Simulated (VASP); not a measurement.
Ba, 3 atoms in the cell. It takes space group P6/mmm (No. 191, hexagonal). The conventional cell has a = 6.633 Å, b = 6.633 Å, c = 3.934 Å, α = 90.00°, β = 90.00°, γ = 120.00°. Ba (site symmetry 6/mmm) has 14 Ba at 3.93 to 4.31 Å within 5.2 Å. Within 5.0 Å of Ba (site symmetry -6m2) lie 11 Ba at 3.83 to 4.31 Å. 

- Program: VASP 6.6.1
- Task: single point
- Functional: PBE
- Potentials or basis: VASP PAW PBE potentials, release 64 (Ba_sv)
- Cutoff: 520 eV
- k mesh: 6 × 6 × 8
- Occupations: fermi-dirac, width 0.05 eV
- Spin: no spin polarisation
- Dipole correction: no
- Further INCAR settings: ALGO = Normal; EDIFF = 1e-06; NBANDS = 22

Potentials or basis: VASP PAW PBE potentials, release 64 (Ba_sv).

Run with:

```bash
$ cat potpaw_PBE.64/Ba_sv/POTCAR > POTCAR
$ mpirun -np 1 vasp_std > vasp.out
```

Hardware: 1 thread of AMD EPYC 9R45 96-Core Processor (Zen 5), with other jobs on the host.

Task: How long does it take, and how much memory?

Result: Wall time 60 s on 1 thread of AMD EPYC 9R45 96-Core Processor (Zen 5), with other jobs on the host, peak memory 0.26 GiB. Counts: scf iterations 12, k points 35.
